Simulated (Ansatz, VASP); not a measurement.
## Hf: VASP beside Ansatz

File INCAR:

```
PREC = Accurate
ENCUT = 520
EDIFF = 1E-7
ISMEAR = 0
SIGMA = 0.15
LREAL = F
LASPH = T
NELM = 60
ALGO = Normal
ISIF = 2
LWAVE = F
LCHARG = F
GGA = PS
NBANDS = 11
```

The input KPOINTS:

```
Automatic mesh
0
Gamma
  18 18 18
```

Contents of POSCAR:

```
Hf
1.0
    0.0000000000      2.1312000000      2.1312000000
    2.1312000000      0.0000000000      2.1312000000
    2.1312000000      2.1312000000      0.0000000000
Hf
1
Direct
    0.0000000000      0.0000000000      0.0000000000
```

Input for Ansatz:

```yaml
crystal:
  lattice:
    - [0.0, 2.1312, 2.1312]
    - [2.1312, 0.0, 2.1312]
    - [2.1312, 2.1312, 0.0]
  atoms:
    - { symbol: Hf, position: [0.0, 0.0, 0.0] }
basis:
  ecutwfc: 420
kpoints:
  mp_grid: { grid: [18, 18, 18] }
hamiltonian:
  xc: pbesol
scf:
  occupations: { method: gaussian, width: 0.15 }
output:
  forces: true
  stress: true
  eigenvalues: true
```

Change from the starting cell: strain -0.040 along x and y, -0.040 along z, atoms carried along.

Alike in both runs: task single point; functional PBEsol; k mesh 18 × 18 × 18; occupations gaussian, width 0.15 eV; no spin polarisation.

|  | VASP | Ansatz |
| --- | --- | --- |
| version | VASP 6.6.1 | Ansatz 0.2.0 |
| potentials or method | VASP PAW PBE potentials, release 64 (Hf_pv), cutoff 520 eV | scalar-relativistic, plane waves, PAW |
| valence electrons in the cell | 10 | 26 |

```csv
,VASP,Ansatz,Ansatz less VASP
gap on the k mesh at the Fermi level (eV),none,none,-
pressure (GPa),13.6,13.9,+0.39
```

VASP's potentials were made for PBE, not for PBEsol. A gap of «none» marks a metal or a gap that the smearing closes. VASP's potentials hold 10 valence electrons a cell and Ansatz's 26, so a difference there can come from the potentials and not from the codes.

Spin-orbit coupling is off throughout.
